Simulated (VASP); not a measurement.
Input of a VASP 6.6.1 run:

File INCAR:

```
ALGO = Normal
EDIFF = 1E-7
EDIFFG = -0.01
ENCUT = 600
GGA = PE
IBRION = 2
ISIF = 3
ISMEAR = -1
LASPH = T
LCHARG = F
LREAL = F
LWAVE = F
NELM = 80
NSW = 80
PREC = Accurate
SIGMA = 0.05
```

The input KPOINTS:

```
k-points
0
Gamma
  10 10 5
```

The input POSCAR:

```
Mg
1.0
    3.2093000000      0.0000000000      0.0000000000
   -1.6046500000      2.7793353284      0.0000000000
    0.0000000000      0.0000000000      5.2103000000
Mg
2
Direct
    0.6666666667      0.3333333333      0.7500000000
    0.3333333333      0.6666666667      0.2500000000
```

Potentials or basis: VASP PAW PBE potentials, release 64 (Mg).

Launch:

```console
$ cat potpaw_PBE.64/Mg/POTCAR > POTCAR
$ mpirun -np 1 vasp_std > vasp.out
```

Task: Predict the relaxed cell.

Result: a = 3.164 Å, b = 3.164 Å, c = 5.289 Å, α = 90.00°, β = 90.00°, γ = 120.00°.

Task: Estimate the space group after relaxing (to 0.05 Å).

Result: P6_3/mmc (No. 194).

Task: Estimate the band gap on the k mesh.

Result: Zero (band 2 reaches 3.21 eV, above the bottom of band 3 at 1.13 eV).

Final structure:
```cif
data_structure
_symmetry_space_group_name_H-M 'P 1'
_symmetry_Int_Tables_number 1
_cell_length_a 3.1639
_cell_length_b 3.1639
_cell_length_c 5.2892
_cell_angle_alpha 90.000
_cell_angle_beta 90.000
_cell_angle_gamma 120.000
_cell_volume 45.85
loop_
_atom_site_label
_atom_site_type_symbol
_atom_site_fract_x
_atom_site_fract_y
_atom_site_fract_z
_atom_site_occupancy
Mg1 Mg 0.66667 0.33333 0.75000 1
Mg2 Mg 0.33333 0.66667 0.25000 1
```
